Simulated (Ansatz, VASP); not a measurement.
## Two plane-wave programs on CaInH

```
CELL_PARAMETERS angstrom
3.58772 0.00000 0.00000
0.00000 3.98223 0.00000
0.00000 0.00000 5.56240
ATOMIC_POSITIONS crystal
Ca 0.00000 0.00000 0.00000
In 0.50000 0.00000 0.50000
H 0.50000 0.50000 0.50000
```

Change from the starting cell: species swapped into the TmCoC type (Pmmm, No. 47).

Alike in both runs: functional PBE; k mesh 12 × 12 × 10; occupations gaussian, width 0.1 eV; no spin polarisation.

Ansatz relaxed the structure, and its values are those at the end. VASP's run is a single point on that final structure, the one shown.

|  | VASP | Ansatz |
| --- | --- | --- |
| version | VASP 6.6.1 | Ansatz 0.2.0 |
| potentials or method | VASP PAW PBE potentials, release 64 (Ca_sv, In_d, H), cutoff 520 eV | scalar-relativistic, plane waves, PAW |
| valence electrons in the cell | 24 | 24 |

```csv
,VASP,Ansatz,Ansatz less VASP
gap on the k mesh at the Fermi level (eV),none,none,-
pressure (GPa),0.0,0.0,+0.02
```

A gap of «none» marks a metal or a gap that the smearing closes. The functional is the same, so the differences come from potentials, cutoffs and numerics.
